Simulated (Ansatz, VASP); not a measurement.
## One calculation of Ru, two programs

INCAR

```
PREC = Accurate ; ENCUT = 520
EDIFF = 1E-8 ; ISMEAR = 0
SIGMA = 0.05 ; LREAL = F
LASPH = T ; NELM = 80
ALGO = Normal ; ISIF = 2
LWAVE = F ; LCHARG = F
GGA = PE ; LEFG = T
NBANDS = 21
```

The input KPOINTS:

```
Automatic mesh
0
Gamma
  18 18 10
```

The input POSCAR:

```
Ru
1.0
    2.7195378016      0.0000000000      0.0000000000
   -1.3597689008      2.3551888228      0.0000000000
    0.0000000000      0.0000000000      4.2978031883
Ru
2
Direct
    0.3333333333      0.6666666667      0.2500000000
    0.6666666667      0.3333333333      0.7500000000
```

Input for Ansatz:

```yaml
crystal:
  lattice:
    - [2.7195378016, 0.0, 0.0]
    - [-1.3597689008, 2.3551888228, 0.0]
    - [0.0, 0.0, 4.2978031883]
  atoms:
    - { symbol: Ru, position: [0.3333333333, 0.6666666667, 0.25] }
    - { symbol: Ru, position: [0.6666666667, 0.3333333333, 0.75] }
basis:
  ecutwfc: 420
  ecutrho_ratio: 4
kpoints:
  mp_grid: { grid: [18, 18, 10] }
hamiltonian:
  xc: pbe
  pseudopotentials: { kind: paw, frozen_core: stored }
scf:
  occupations: { method: gaussian, width: 0.05 }
output:
  forces: true
  stress: true
  eigenvalues: true
  efg: { contact_densities: true, quadrupole_moments_barn: { Ru: 0.079 } }
```

Alike in both runs: task electric field gradients; functional PBE; k mesh 18 × 18 × 10; occupations gaussian, width 0.05 eV; no spin polarisation.

```csv
,VASP,Ansatz
version,VASP 6.6.1,Ansatz 0.2.0
potentials or method,"VASP PAW PBE potentials, release 64 (Ru_pv), cutoff 520 eV","scalar-relativistic, plane waves, PAW"
valence electrons in the cell,28,32
```

```tsv
	VASP	Ansatz	Ansatz less VASP
gap on the k mesh at the Fermi level (eV)	none	none	-
pressure (GPa)	-0.1	0.0	+0.10
size of Vzz on the site where it differs most (V/Å²)	12.8	10.9	-1.98
```

A gap of «none» marks a metal or a gap that the smearing closes. The functional is the same, so the differences come from potentials, cutoffs and numerics. VASP's potentials hold 28 valence electrons a cell and Ansatz's 32, so a difference there can come from the potentials and not from the codes.
